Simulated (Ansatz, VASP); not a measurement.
# BaTiO3: VASP beside Ansatz

File INCAR:

```
PREC     = Accurate       # precision mode
ENCUT    = 910            # plane-wave cutoff, eV
EDIFF    = 1E-6           # SCF threshold, eV
ISMEAR   = 0              # smearing method
SIGMA    = 0.02           # smearing width, eV
LREAL    = False          # projectors in reciprocal space
LASPH    = True           # aspherical terms in the spheres
NELM     = 120            # most SCF steps
ALGO     = Normal         # electronic algorithm
ISIF     = 2              # what is computed and relaxed
LWAVE    = False          # write WAVECAR
LCHARG   = True           # write CHGCAR
GGA      = PE             # functional
LELF     = True           # ELF
LVHAR    = True         
NBANDS   = 28             # bands
GGA_COMPAT= False
```

File KPOINTS:

```
regular mesh
0
Gamma
  8 8 6
```

File POSCAR:

```
BaTiO3
1.0
    3.9854497962      0.0000000000      0.0000000000
    0.0000000000      3.9854497962      0.0000000000
    0.0000000000      0.0000000000      4.2004826514
Ba Ti O
1 1 3
Direct
    0.5000000000      0.5000000000      0.5912757175
    0.0000000000      0.0000000000      0.1084227160
    0.0000000000      0.5000000000      0.0602445497
    0.5000000000      0.0000000000      0.0602445497
    0.0000000000      0.0000000000      0.5398094571
```

Input for Ansatz:

```yaml
crystal:
  lattice:
    - [3.9854497941, 0.0, 0.0]
    - [0.0, 3.9854497941, 0.0]
    - [0.0, 0.0, 4.2004826522]
  atoms:
    - { symbol: Ba, position: [0.5, 0.5, 0.5912757181] }
    - { symbol: Ti, position: [0.0, 0.0, 0.1084227154] }
    - { symbol: O, position: [0.0, 0.5, 0.0602445495] }
    - { symbol: O, position: [0.5, 0.0, 0.0602445495] }
    - { symbol: O, position: [0.0, 0.0, 0.5398094574] }
basis:
  ecutwfc: 420
kpoints:
  mp_grid: { grid: [8, 8, 6] }
  band_path: { path: [VBM, CBM], npoints: 2 }
hamiltonian:
  xc: pbe
scf:
  occupations: { method: gaussian, width: 0.02 }
output:
  forces: true
  stress: true
  eigenvalues: true
checkpoint:
  read: start.run
  write: ck
  compress: false
  write_wavefunctions: false
  write_every: 100000
```

Alike in both runs: task single point; functional PBE; k mesh 8 × 8 × 6; occupations gaussian, width 0.02 eV; no spin polarisation.

|  | VASP | Ansatz |
| --- | --- | --- |
| version | VASP 6.6.1 | Ansatz 0.2.0 |
| potentials or method | VASP PAW PBE potentials, release 64 (Ba_sv, Ti_sv, O_h), cutoff 910 eV | scalar-relativistic, plane waves, PAW |
| valence electrons in the cell | 40 | 40 |

|  | VASP | Ansatz | Ansatz less VASP |
| --- | --- | --- | --- |
| gap on the k mesh at the Fermi level (eV) | 1.79 | 1.84 | +0.050 |
| least direct gap on the mesh (eV) | 2.36 | 2.39 | +0.032 |
| rms of the force components (eV/Å) | 0.021 | 0.001 | -0.0204 |

Atom by atom the forces differ by 0.021 eV/Å (rms over components).

Spin-orbit coupling is off throughout. Noted on VASP's run: the cutoff is short for stress, so the pressure is rough.
